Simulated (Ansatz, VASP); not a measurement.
**Two plane-wave programs on InAs**

The input POSCAR:

```
InAs
1.0
    0.0000000000      2.8773040000      2.8773040000
    2.8773040000      0.0000000000      2.8773040000
    2.8773040000      2.8773040000      0.0000000000
In As
1 1
Direct
    0.5000000000      0.5000000000      0.5000000000
    0.0000000000      0.0000000000      0.0000000000
```

Contents of INCAR.step1:

```
PREC = Accurate
ENCUT = 520
ISMEAR = -1
SIGMA = 0.05
LREAL = F
LASPH = T
NELM = 150
MAGMOM = 0 0 0 0 0 0
LSORBIT = T
GGA_COMPAT = F
NBANDS = 30
GGA = PE
ALGO = Normal
EDIFF = 1E-4
LWAVE = T
LCHARG = F
```

The input INCAR.step2:

```
PREC = Accurate
ENCUT = 520
EDIFF = 1E-6
ISMEAR = -1
SIGMA = 0.05
LREAL = F
LASPH = T
NELM = 150
ALGO = Normal
ISIF = 2
LWAVE = F
LCHARG = T
MAGMOM = 0 0 0 0 0 0
LORBIT = 11
LSORBIT = T
GGA_COMPAT = F
LORBMOM = T
METAGGA = R2SCAN
LMIXTAU = T
LVHAR = T
NBANDS = 30
ISTART = 1
```

The input KPOINTS:

```
Automatic mesh
0
Gamma
  6 6 6
```

The input input.yaml:

```yaml
crystal:
  lattice:
    - [0.0, 2.877304, 2.877304]
    - [2.877304, 0.0, 2.877304]
    - [2.877304, 2.877304, 0.0]
  atoms:
    - { symbol: In, position: [0.5, 0.5, 0.5] }
    - { symbol: As, position: [0.0, 0.0, 0.0] }
hamiltonian:
  xc: r2scan
  pseudopotentials: { kind: paw_fr }
magnetization:
  noncollinear: true
  spin_orbit: true
kpoints:
  mp_grid: { grid: [6, 6, 6] }
  band_path:
    path:
      - [[0.0, 0.0, 0.0], [0.5, 0.0, 0.5], [0.5, 0.25, 0.75], [0.375, 0.375, 0.75], [0.0, 0.0, 0.0], [0.5, 0.5, 0.5], [0.625, 0.25, 0.625], [0.5, 0.25, 0.75], [0.5, 0.5, 0.5], [0.375, 0.375, 0.75]]
      - [[0.625, 0.25, 0.625], [0.5, 0.0, 0.5]]
    npoints: 14
scf:
  occupations: { method: fermi_dirac, width: 0.05 }
  n_extra_bands: 6
output:
  forces: true
  stress: true
  eigenvalues: true
  fatbands: true
  write_density: true
  write_potential: true
  elf: true
  volumetric_format: npy
```

Alike in both runs: functional r2SCAN; k mesh 6 × 6 × 6; occupations fermi-dirac, width 0.05 eV; non-collinear spin, spin-orbit coupling.

|  | VASP | Ansatz |
| --- | --- | --- |
| version | VASP 6.6.1 | Ansatz 0.2.0 |
| potentials or method | VASP PAW PBE potentials, release 64 (In_d, As) | Ansatz PAW |
| plane-wave cutoff (eV) | 520 | 500 |
| valence electrons in the cell | 18 | 28 |
| task | single point | band structure |

|  | VASP | Ansatz | Ansatz less VASP |
| --- | --- | --- | --- |
| pressure (GPa) | -2.1 | -2.2 | -0.04 |
| net moment per atom (μB) | 0.00 | 0.00 | 0.000 |

VASP's potentials were made for PBE, not for r2SCAN. VASP's potentials hold 18 valence electrons a cell and Ansatz's 28, so a difference there can come from the potentials and not from the codes.
